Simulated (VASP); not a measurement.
Wanted: the native input for a VASP 6.6.1 run.

```
Task                   : single point
Functional             : r2SCAN
Potentials or basis    : VASP PAW PBE potentials, release 64 (Cd_sv_GW, O)
Cutoff                 : 770 eV
k mesh                 : 6 × 6 × 6
Occupations            : methfessel-paxton, width 0.5 eV
Spin                   : no spin polarisation
Dipole correction      : no
Further INCAR settings : ALGO = Normal; EDIFF = 1e-06; NBANDS = 20
```

The system is CdO.

```
CELL_PARAMETERS angstrom
0.00000 2.35300 2.35300
2.35300 0.00000 2.35300
2.35300 2.35300 0.00000
ATOMIC_POSITIONS crystal
Cd 0.00000 0.00000 0.00000
O 0.50000 0.50000 0.50000
```

These files were run (other wordings do the same):

POSCAR

```
CdO
1.0
    0.0000000000      2.3530040401      2.3530040401
    2.3530040401      0.0000000000      2.3530040401
    2.3530040401      2.3530040401      0.0000000000
Cd O
1 1
Direct
    0.0000000000      0.0000000000      0.0000000000
    0.5000000000      0.5000000000      0.5000000000
```

INCAR.step1

```
PREC     = Accurate       # precision mode
ENCUT    = 770            # plane-wave cutoff, eV
ISMEAR   = 1              # smearing method
SIGMA    = 0.5            # smearing width, eV
LREAL    = False          # projectors in reciprocal space
LASPH    = True           # aspherical terms in the spheres
NELM     = 120            # most SCF steps
NBANDS   = 20             # bands
GGA      = PE             # functional
ALGO     = Normal         # electronic algorithm
EDIFF    = 1E-5           # SCF threshold, eV
LWAVE    = True           # write WAVECAR
LCHARG   = False          # write CHGCAR
GGA_COMPAT= False
```

INCAR.step2

```
PREC     = Accurate       # precision mode
ENCUT    = 770            # plane-wave cutoff, eV
EDIFF    = 1E-6           # SCF threshold, eV
ISMEAR   = 1              # smearing method
SIGMA    = 0.5            # smearing width, eV
LREAL    = False          # projectors in reciprocal space
LASPH    = True           # aspherical terms in the spheres
NELM     = 120            # most SCF steps
ALGO     = Normal         # electronic algorithm
ISIF     = 2              # what is computed and relaxed
LWAVE    = False          # write WAVECAR
LCHARG   = True           # write CHGCAR
METAGGA  = R2SCAN         # meta-GGA
LMIXTAU  = True         
LELF     = True           # ELF
LVHAR    = True         
NBANDS   = 20             # bands
ISTART   = 1            
GGA_COMPAT= False
```

KPOINTS

```
regular mesh
0
Gamma
  6 6 6
```

Potentials or basis: VASP PAW PBE potentials, release 64 (Cd_sv_GW, O).

Launch:

```bash
$ cat potpaw_PBE.64/Cd_sv_GW/POTCAR potpaw_PBE.64/O/POTCAR > POTCAR
$ cp INCAR.step1 INCAR
$ mpirun -np 1 vasp_std > vasp.out
$ cp INCAR.step2 INCAR
$ mpirun -np 1 vasp_std > vasp.out
```

Results of the run:

The pressure is -0.4 GPa. The band gap on the k mesh is 0.10 eV (least direct gap 1.46 eV).

Caveat: semilocal functionals underestimate gaps, and a narrow one can read as zero; the PAW data sets were made with another functional, which shifts forces and pressure a little.

Run time: 78 s on 1 thread of Intel(R) Xeon(R) Platinum 8259CL CPU @ 2.50GHz (Skylake/Cascade Lake) (shared host), peak memory 0.18 GiB.
